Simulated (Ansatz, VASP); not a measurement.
# Two plane-wave programs on C

```
C
1.0
     1.18954   -2.23218    0.00000
     1.18954    2.23218    0.00000
     0.00000    0.00000    9.09888
C
4
Direct
  0.08333 0.91667 0.75030
  0.58333 0.41667 0.24970
  0.91667 0.08333 0.24970
  0.41667 0.58333 0.75030
```

Change from the starting cell: volume 12.080 Å^3 an atom, stretch along a over the lengths across it, relative to the relaxed cell 0.9230.

Alike in both runs: task single point; functional PBE; k mesh 21 × 21 × 6; occupations gaussian, width 0.15 eV; no spin polarisation.

|  | VASP | Ansatz |
| --- | --- | --- |
| version | VASP 6.6.1 | Ansatz 0.2.0 |
| potentials or method | VASP PAW PBE potentials, release 64 (C), cutoff 520 eV | scalar-relativistic, plane waves, PAW |
| valence electrons in the cell | 16 | 16 |

Ansatz gave:

```
gap on the k mesh at the Fermi level (eV)                     : 0.71
least direct gap on the mesh (eV)                             : 0.71
pressure (GPa)                                                : -1.3
traceless stress, the component that is largest in VASP (GPa) : -26.73
rms of the force components (eV/Å)                            : 0.369
```

Q: Estimate VASP's values.

A: gap on the k mesh at the Fermi level (eV): 0.70; least direct gap on the mesh (eV): 0.70; pressure (GPa): -1.0; traceless stress, the component that is largest in VASP (GPa): -26.62; rms of the force components (eV/Å): 0.379.

Atom by atom the forces differ by 0.010 eV/Å (rms over components). With one functional, cell and mesh, what is left measures potentials, basis and numerics.
